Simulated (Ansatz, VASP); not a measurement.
**Two plane-wave programs on Hf4O3**

```
CELL_PARAMETERS angstrom
4.96878 0.00000 0.00000
0.00000 4.96878 0.00000
0.00000 0.00000 4.77843
ATOMIC_POSITIONS crystal
Hf 0.75467 0.75467 0.74303
Hf 0.24533 0.24533 0.74303
Hf 0.75467 0.24533 0.25697
Hf 0.24533 0.75467 0.25697
O 0.50000 0.00000 0.50000
O 0.00000 0.50000 0.50000
O 0.50000 0.50000 0.50000
```

Alike in both runs: functional PBE; k mesh 4 × 4 × 3; occupations gaussian, width 0.2 eV; no spin polarisation.

Ansatz relaxed the structure, and its values are those at the end. VASP's run is a single point on that final structure, the one shown.

```csv
,VASP,Ansatz
version,VASP 6.6.1,Ansatz 0.2.0
potentials or method,"VASP PAW PBE potentials, release 64 (Hf_pv, O), cutoff 520 eV","scalar-relativistic, plane waves, PAW"
valence electrons in the cell,58,122
```

Ansatz gave:

- gap on the k mesh at the Fermi level (eV): none
- pressure (GPa): 0.1
- rms of the force components (eV/Å): 0.014

Which values does VASP return?

gap on the k mesh at the Fermi level (eV): none; pressure (GPa): -1.6; rms of the force components (eV/Å): 0.096.

A gap of «none» marks a metal or a gap that the smearing closes. VASP's potentials hold 58 valence electrons a cell and Ansatz's 122, so a difference there can come from the potentials and not from the codes.

The k mesh is coarse, so the values compare programs but aren't converged. Spin-orbit coupling is off throughout.
